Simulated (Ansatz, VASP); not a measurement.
**Two plane-wave programs on AgSb**

INCAR

```
SYSTEM = AgSb
PREC = Accurate
ENCUT = 600
EDIFF = 1E-7
ISMEAR = 0
SIGMA = 0.1
LREAL = .FALSE.
LASPH = .TRUE.
NELM = 60
ALGO = Normal
ISIF = 3
LWAVE = .FALSE.
LCHARG = .FALSE.
GGA = PE
IBRION = 2
NSW = 90
EDIFFG = -0.04
```

Contents of KPOINTS:

```
Automatic mesh
0
G
  6 6 6
  0 0 0
```

The input POSCAR:

```
AgSb
1.0
    0.0000000000      2.9806550593      2.9806550593
    2.9806550593      0.0000000000      2.9806550593
    2.9806550593      2.9806550593      0.0000000000
Ag Sb
1 1
Direct
    0.0000000000      0.0000000000      0.0000000000
    0.7500000000      0.7500000000      0.7500000000
```

Input for Ansatz:

```yaml
crystal:
  lattice:
    - [0.0, 2.9806550593, 2.9806550593]
    - [2.9806550593, 0.0, 2.9806550593]
    - [2.9806550593, 2.9806550593, 0.0]
  atoms:
    - { symbol: Ag, position: [0.0, 0.0, 0.0] }
    - { symbol: Sb, position: [0.75, 0.75, 0.75] }
basis:
  ecutwfc: 420
kpoints:
  mp_grid: { grid: [6, 6, 6] }
hamiltonian:
  xc: pbe
scf:
  occupations: { method: gaussian, width: 0.1 }
  lower_state_search: "off"
output:
  forces: true
  stress: true
  eigenvalues: true
relax:
  adjacent_minimum: "off"
  f_tol: 0.04
  max_steps: 70
  cell: { stress_tol: 0.4 }
```

Alike in both runs: task relaxation of cell and atoms; functional PBE; k mesh 6 × 6 × 6; occupations gaussian, width 0.1 eV; no spin polarisation.

```csv
,VASP,Ansatz
version,VASP 6.6.1,Ansatz 0.2.0
potentials or method,"VASP PAW PBE potentials, release 64 (Ag, Sb), cutoff 600 eV","scalar-relativistic, plane waves, PAW"
valence electrons in the cell,16,34
```

|  | VASP | Ansatz | Ansatz less VASP |
| --- | --- | --- | --- |
| gap on the k mesh at the Fermi level, each at its own relaxed structure (eV) | none | none | - |
| relaxed volume (Å³/atom) | 30.58 | 30.55 | -0.039 |
| relaxed length of the cell vector where the two differ most in proportion (Å) | 4.423 | 4.421 | -0.0019 |

A gap of «none» marks a metal or a gap that the smearing closes. VASP's potentials hold 16 valence electrons a cell and Ansatz's 34, so a difference there can come from the potentials and not from the codes.

Neither program's run includes spin-orbit coupling. Noted on VASP's run: the volume moved by over 15 % at a fixed basis, so the end points are rough.
